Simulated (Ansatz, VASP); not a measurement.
## Two plane-wave programs on Al

```xyz
1
Lattice="0.0000 1.9955 1.9955 1.9955 0.0000 1.9955 1.9955 1.9955 0.0000" Properties=species:S:1:pos:R:3 pbc="T T T"
Al    0.0000    0.0000    0.0000
```

Alike in both runs: functional r2SCAN; k mesh 18 × 18 × 18; occupations gaussian, width 0.1 eV; no spin polarisation.

Ansatz relaxed the structure, and its values are those at the end. VASP's run is a single point on that final structure, the one shown.

```csv
,VASP,Ansatz
version,VASP 6.6.1,Ansatz 0.2.0
potentials or method,"VASP PAW PBE potentials, release 64 (Al), cutoff 550 eV","scalar-relativistic, plane waves, PAW"
valence electrons in the cell,3,3
```

```csv
,VASP,Ansatz,Ansatz less VASP
gap on the k mesh at the Fermi level (eV),none,none,-
pressure (GPa),-0.2,0.0,+0.23
```

VASP's potentials were made for PBE, not for r2SCAN. A gap of «none» marks a metal or a gap that the smearing closes. The functional is the same, so the differences come from potentials, cutoffs and numerics.
